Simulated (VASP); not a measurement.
# Pt: single point with LDA

Crystal: Pt.

```
CELL_PARAMETERS angstrom
2.78827 0.00000 0.00000
-1.39414 2.36690 0.00000
0.00000 0.00000 4.79213
ATOMIC_POSITIONS crystal
Pt 0.66667 0.33333 0.75000
Pt 0.33333 0.66667 0.25000
```

This cell differs from its parent crystal: strain +0.0100 x Voigt [1, -1, 0, 0, 0, 0].

- Program: VASP 6.6.1
- Task: single point
- Functional: LDA
- Potentials or basis: VASP PAW LDA potentials, release 64 (Pt)
- Cutoff: 520 eV
- k mesh: 21 × 21 × 10
- Occupations: gaussian, width 0.15 eV
- Spin: no spin polarisation
- Dipole correction: no
- Further INCAR settings: ALGO = Fast; EDIFF = 1e-07; NBANDS = 17

- Pressure: -15.1 GPa
- Largest force: 0.004 eV/Å
- Band gap on the k mesh: zero (band 10 reaches 10.72 eV, above the bottom of band 11 at 9.47 eV)

Forces on the atoms (eV/Å):
```
Pt   0.000  0.004  0.000
Pt   0.000 -0.004  0.000
```

Stress tensor (GPa, compression positive):
```
-16.94   0.00   0.00
  0.00 -13.10   0.00
  0.00   0.00 -15.23
```

Levels at points of the mesh, in eV from the Fermi level:
```
           k point  band 8  band 9  band 10  band 11  band 12  band 13
(0.00, 0.00, 0.00)   -1.82   -1.75    -0.72    -0.24    -0.17     4.65
(0.00, 0.00, 0.50)   -3.25   -0.82    -0.82    -0.74    -0.74    11.90
```

Run time: 2.1 min on 1 thread of Intel(R) Xeon(R) 6975P-C (Granite Rapids), with other jobs on the host, peak memory 0.4 GiB.

Caveat: the cell differs from its parent crystal (strain +0.0100 x Voigt [1, -1, 0, 0, 0, 0]); spin-orbit coupling is left out, which moves the levels of the heavy elements.
